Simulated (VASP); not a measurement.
# Zr2CrN2 (P4/nmm) in VASP: single point with PBE

Aim: the single point of Zr2CrN2 with PBE.

Program: VASP 6.6.1. These are calculated values, not measurements. Logs are shortened: lines on timing, memory, paths and dates and some standing lists are left out, and cuts for length are marked.

### 1 The cell of the first run

Symmetry: P4/nmm, No. 129, tetragonal system. Conventional cell: a = 3.206 Å, b = 3.206 Å, c = 11.910 Å, α = 90.00°, β = 90.00°, γ = 90.00°. Within 2.9 Å of Zr (site symmetry 4mm) lie 6 N at 2.21 to 2.34 Å. Zr (site symmetry 4mm) has 5 N at 2.27 to 2.37 Å and 4 Cr at 2.94 Å within 3.0 Å. Within 2.6 Å of Cr (site symmetry 4mm) lie 1 N at 1.96 Å and 4 Cr at 2.55 Å. Within 2.6 Å of N (site symmetry 4mm) lie 1 Cr at 1.96 Å and 5 Zr at 2.21 to 2.27 Å. Within 3.0 Å of N (site symmetry 4mm) lie 6 Zr at 2.27 to 2.37 Å.

### 2 Single point, PBE

Input file INCAR:

```
ALGO = Normal ; EDIFF = 1E-6
ENCUT = 520 ; GGA = PE
ISIF = 2 ; ISMEAR = 0
LASPH = T ; LCHARG = T
LELF = T ; LREAL = F
LVHAR = T ; LWAVE = F
NBANDS = 57 ; NELM = 100
PREC = Accurate ; SIGMA = 0.1
```

Input file KPOINTS:

```
k-points
0
Gamma
  10 10 4
```

Input file POSCAR:

```
Zr2CrN2
1.0
    3.2061922695      0.0000000000      0.0000000000
    0.0000000000      3.2061922695      0.0000000000
    0.0000000000      0.0000000000     11.9096312445
Zr Cr N
4 2 4
Direct
    0.0000000000      0.5000000000      0.8992969694
    0.0000000000      0.5000000000      0.2942568434
    0.5000000000      0.0000000000      0.7057431566
    0.5000000000      0.0000000000      0.1007030306
    0.0000000000      0.5000000000      0.5488300406
    0.5000000000      0.0000000000      0.4511699594
    0.0000000000      0.5000000000      0.7136899910
    0.0000000000      0.5000000000      0.0956646635
    0.5000000000      0.0000000000      0.9043353365
    0.5000000000      0.0000000000      0.2863100090
```

Potentials or basis: VASP PAW PBE potentials, release 64 (Zr_sv, Cr_pv, N).

On the command line:

```console
$ cat potpaw_PBE.64/Zr_sv/POTCAR potpaw_PBE.64/Cr_pv/POTCAR potpaw_PBE.64/N/POTCAR > POTCAR
$ mpirun -np 1 vasp_std > vasp.out
```

OUTCAR:

```text
EDIFF = 1E-6
   ENCUT = 520
   GGA = PE
   ISIF = 2
   ISMEAR = 0
   LASPH = T
   LREAL = F
   NELM = 100
   PREC = Accurate

 ion  position               nearest neighbor table
   1  0.000  0.500  0.899-   7 2.21   9 2.27   9 2.27   9 2.27   9 2.27   8 2.34   3 3.23   3 3.23
                             3 3.23   3 3.23   4 3.30   4 3.30   4 3.30   4 3.30
   2  0.000  0.500  0.294-  10 2.27  10 2.27  10 2.27  10 2.27   8 2.37   6 2.94   6 2.94   6 2.94
                             6 2.94   5 3.03   4 3.23   4 3.23   4 3.23   4 3.23
   3  0.500  0.000  0.706-   7 2.27   7 2.27   7 2.27   7 2.27   9 2.37   5 2.94   5 2.94   5 2.94
                             5 2.94   6 3.03   1 3.23   1 3.23   1 3.23   1 3.23
   4  0.500  0.000  0.101-  10 2.21   8 2.27   8 2.27   8 2.27   8 2.27   9 2.34   2 3.23   2 3.23
                             2 3.23   2 3.23   1 3.30   1 3.30   1 3.30   1 3.30
   5  0.000  0.500  0.549-   7 1.96   6 2.55   6 2.55   6 2.55   6 2.55   3 2.94   3 2.94   3 2.94
                             3 2.94   2 3.03
   6  0.500  0.000  0.451-  10 1.96   5 2.55   5 2.55   5 2.55   5 2.55   2 2.94   2 2.94   2 2.94
                             2 2.94   3 3.03
   7  0.000  0.500  0.714-   5 1.96   1 2.21   3 2.27   3 2.27   3 2.27   3 2.27
   8  0.000  0.500  0.096-   4 2.27   4 2.27   4 2.27   4 2.27   1 2.34   2 2.37
   9  0.500  0.000  0.904-   1 2.27   1 2.27   1 2.27   1 2.27   4 2.34   3 2.37
  10  0.500  0.000  0.286-   6 1.96   4 2.21   2 2.27   2 2.27   2 2.27   2 2.27

  LATTYP: Found a simple tetragonal cell.
 ALAT       =     3.2061922695
 C/A-ratio  =     3.7145717547

  Lattice vectors:

 A1 = (   3.2061922695,   0.0000000000,   0.0000000000)
 A2 = (   0.0000000000,   3.2061922695,   0.0000000000)
 A3 = (   0.0000000000,   0.0000000000,  11.9096312445)

Analysis of symmetry for initial positions (statically):
=====================================================================
 Subroutine PRICEL returns:
 Original cell was already a primitive cell.

 Routine SETGRP: Setting up the symmetry group for a
 simple tetragonal supercell.

 Subroutine GETGRP returns: Found 16 space group operations
 (whereof  8 operations were pure point group operations)
 out of a pool of 16 trial point group operations.

The static configuration has the point symmetry D_2d.
 The point group associated with its full space group is D_4h.

Analysis of symmetry for dynamics (positions and initial velocities):
=====================================================================
 Subroutine PRICEL returns:
 Original cell was already a primitive cell.

[... 136 lines left out ...]
   NUPDOWN=      -1.0000    fix difference up-down
   EMIN   =  10.00;   EMAX   =-10.00  energy-range for DOS
   EFERMI =   0.00;   METHOD = LEGACY
   ISMEAR =     0;   SIGMA  =   0.10  broadening in eV -4-tet -1-fermi 0-gaus
   EFERMI_NEDOS =   21; number of points for ismear=-14 and -15
   IALGO  =     38    algorithm
   IMIX   =      4    mixing-type and parameters
     AMIX     =   0.40;   BMIX     =  1.00
     AMIX_MAG =   1.60;   BMIX_MAG =  1.00
  volume/ion in A,a.u.               =      12.24        82.62
  Fermi-wavevector in a.u.,A,eV,Ry     =   1.488372  2.812616 30.140341  2.215253
  Thomas-Fermi vector in A             =   2.601415
   LORBIT       =      0    0 simple, 1 ext, 2 COOP (PROOUT), +10 PAW based schemes
   GGA     = PE    functional components
   LHFCALC =     F    Hartree Fock is set to
   AEXX    =    0.0000 exact exchange contribution
   IVDW    =     0    specifies the selected vdW correction
   LEPSILON=     F    determine dielectric tensor
   LRPA    =     F    only Hartree local field effects (RPA)
 non-spin polarized calculation
 Gauss-broadening in eV      SIGMA  =   0.10
  energy-cutoff  :      520.00
  volume of cell :      122.43
 maximum number of plane-waves:      3344
 NGX is ok and might be reduce to    24
   NGX = 11   NGY = 11   NGZ = 45

 number of electron      92.0000003 magnetization

 Free energy of the ion-electron system (eV)
  ---------------------------------------------------
  ext. energy  EPLUGINS =         0.00000000
  ---------------------------------------------------
  free energy    TOTEN  =      -100.01932336 eV

  energy without entropy =     -100.00270124  energy(sigma->0) =     -100.01101230

 E-fermi :  11.3804     XC(G=0): -12.5975

 val. band max:       11.3766663051   @ k =   0.2000   0.2000   0.5000
 cond. band min:      11.3815646664   @ k =   0.1000   0.0000   0.0000
 fundamental gap:      0.0048983613
 Fermi energy:        11.3804344805

 k-point     1 :       0.0000    0.0000    0.0000
  band No.  band energies     occupation
      1     -38.3060      2.00000
      2     -38.2306      2.00000
      3     -37.7974      2.00000
      4     -37.7974      2.00000
      5     -31.8980      2.00000
      6     -31.8671      2.00000
[... 1429 lines left out ...]
     56      13.3958      0.00000
     57      13.7900      0.00000

 [... further k-points ...]

------------------------ aborting loop because EDIFF is reached ----------------------------------------

  FORCE on cell =-STRESS in cart. coord.  units (eV):
  Direction    XX          YY          ZZ          XY          YZ          ZX
  --------------------------------------------------------------------------------------
  -------------------------------------------------------------------------------------
  Total        0.2460274      0.2460274      0.2754801      0.0000000      0.0000000      0.0000000
  in kB        3.2197093      3.2197093      3.6051505      0.0000000      0.0000000      0.0000000
  external PRESSURE =       3.3481897 kB  Pullay stress =       0.0000000 kB

 VOLUME and BASIS-vectors are now :
 -----------------------------------------------------------------------------
  energy-cutoff  :      520.00
  volume of cell :      122.43
      direct lattice vectors                 reciprocal lattice vectors
     3.206192269  0.000000000  0.000000000     0.311896454  0.000000000  0.000000000
     0.000000000  3.206192269  0.000000000     0.000000000  0.311896454  0.000000000
     0.000000000  0.000000000 11.909631244     0.000000000  0.000000000  0.083965656

 POSITION                                       TOTAL-FORCE (eV/Angst)
 -----------------------------------------------------------------------------------
      0.00000      1.60310     10.71030        -0.000000      0.000000      0.000346
      0.00000      1.60310      3.50449         0.000000     -0.000000      0.016320
      1.60310      0.00000      8.40514         0.000000     -0.000000     -0.016320
      1.60310      0.00000      1.19934         0.000000     -0.000000     -0.000346
      0.00000      1.60310      6.53636         0.000000     -0.000000     -0.048015
      1.60310      0.00000      5.37327        -0.000000     -0.000000      0.048015
      0.00000      1.60310      8.49978        -0.000000      0.000000      0.029566
      0.00000      1.60310      1.13933         0.000000     -0.000000      0.002341
      1.60310      0.00000     10.77030         0.000000     -0.000000     -0.002341
      1.60310      0.00000      3.40985         0.000000     -0.000000     -0.029566
 -----------------------------------------------------------------------------------
    total drift:                                0.000000      0.000000      0.000000

  FREE ENERGIE OF THE ION-ELECTRON SYSTEM (eV)
  ---------------------------------------------------
  free  energy   TOTEN  =      -100.0193233564 eV

  energy  without entropy=     -100.0027012358  energy(sigma->0) =     -100.01101230
```

OSZICAR:

```text
N       E                     dE             d eps       ncg     rms          rms(c)
DAV:   1     0.116450553921E+04    0.11645E+04   -0.49423E+04  7326   0.175E+03
DAV:   2     0.134653191926E+02   -0.11510E+04   -0.11015E+04  7525   0.535E+02
DAV:   3    -0.108981620804E+03   -0.12245E+03   -0.11904E+03 10393   0.160E+02
DAV:   4    -0.117453950741E+03   -0.84723E+01   -0.84193E+01 11171   0.353E+01
DAV:   5    -0.117957092068E+03   -0.50314E+00   -0.50286E+00 11012   0.735E+00    0.505E+01
DAV:   6    -0.123945327904E+03   -0.59882E+01   -0.21532E+02  9468   0.636E+01    0.568E+01
DAV:   7    -0.107735841302E+03    0.16209E+02   -0.19910E+02 10195   0.950E+01    0.304E+01
DAV:   8    -0.102043863298E+03    0.56920E+01   -0.78826E+01  9011   0.250E+01    0.141E+01
DAV:   9    -0.100219935201E+03    0.18239E+01   -0.80278E+00  9463   0.128E+01    0.699E+00
DAV:  10    -0.100094724393E+03    0.12521E+00   -0.16337E+00 10435   0.439E+00    0.457E+00
DAV:  11    -0.100028194733E+03    0.66530E-01   -0.62944E-01  9671   0.411E+00    0.145E+00
DAV:  12    -0.100023146766E+03    0.50480E-02   -0.41787E-02 10412   0.103E+00    0.621E-01
DAV:  13    -0.100020548167E+03    0.25986E-02   -0.96153E-03  8877   0.442E-01    0.327E-01
DAV:  14    -0.100019390942E+03    0.11572E-02   -0.50666E-03  9116   0.377E-01    0.948E-02
DAV:  15    -0.100019332563E+03    0.58379E-04   -0.95453E-04 10121   0.124E-01    0.427E-02
DAV:  16    -0.100019323592E+03    0.89713E-05   -0.82219E-05  9443   0.397E-02    0.283E-02
DAV:  17    -0.100019323356E+03    0.23545E-06   -0.74719E-06  8185   0.137E-02
   1 F= -.10001932E+03 E0= -.10001101E+03  d E =-.166221E-01
```

It took 6.9 min on 1 thread of Intel Xeon Platinum 8259CL at 2.50GHz (Skylake/Cascade Lake), shared host; peak memory 0.45 GiB.

Results:

| Property | Result |
| --- | --- |
| Free energy | -100.0193 eV |
| Pressure | 0.3 GPa |
| Largest force | 0.048 eV/Å |
| Band gap on the k mesh | zero (band 46 reaches 12.16 eV, above the bottom of band 47 at 10.78 eV) |

Forces in eV/Å, atoms in the order of the input:
```
Zr   0.000  0.000  0.000
Zr   0.000  0.000  0.016
Zr   0.000  0.000 -0.016
Zr   0.000  0.000  0.000
Cr   0.000  0.000 -0.048
Cr   0.000  0.000  0.048
N    0.000  0.000  0.030
N    0.000  0.000  0.002
N    0.000  0.000 -0.002
N    0.000  0.000 -0.030
```

Caveat: the run has no spin polarisation, though such a crystal can be magnetic. With open d or f shells a metallic result of PBE can be an artefact of self-interaction; +U or a hybrid may open a gap.
